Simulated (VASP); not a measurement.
Here is a VASP 6.6.1 calculation.

INCAR

```
PREC = Accurate ; ENCUT = 520
EDIFF = 1E-6 ; ISMEAR = 1
SIGMA = 0.1 ; LREAL = F
LASPH = T ; NELM = 80
ALGO = Fast ; ISIF = 2
LWAVE = F ; LCHARG = F
GGA = PE ; NBANDS = 11
```

KPOINTS

```
Automatic mesh
0
Gamma
  7 7 7
```

Contents of POSCAR:

```
Hf
1.0
   -0.0434730000      2.2074770000      2.2133560000
    2.1627620000     -0.0426750000      2.2125580000
    2.1720080000      2.2159250000     -0.0519210000
Hf
1
Direct
    0.0019310000     -0.0112190000     -0.0034220000
```

Potentials or basis: VASP PAW PBE potentials, release 64 (Hf_pv).

The run is started by

```bash
$ cat potpaw_PBE.64/Hf_pv/POTCAR > POTCAR
$ mpirun -np 1 vasp_std > vasp.out
```

Estimate the band gap on the k mesh.

zero (band 5 reaches 6.02 eV, above the bottom of band 6 at 4.62 eV).

What does it give for the pressure?

3.1 GPa.

Stress tensor (GPa, compression positive):
```
3.14 1.18 1.80
1.18 3.03 1.68
1.80 1.68 3.13
```

Caveat: spin-orbit coupling is left out, which moves the levels of the heavy elements.
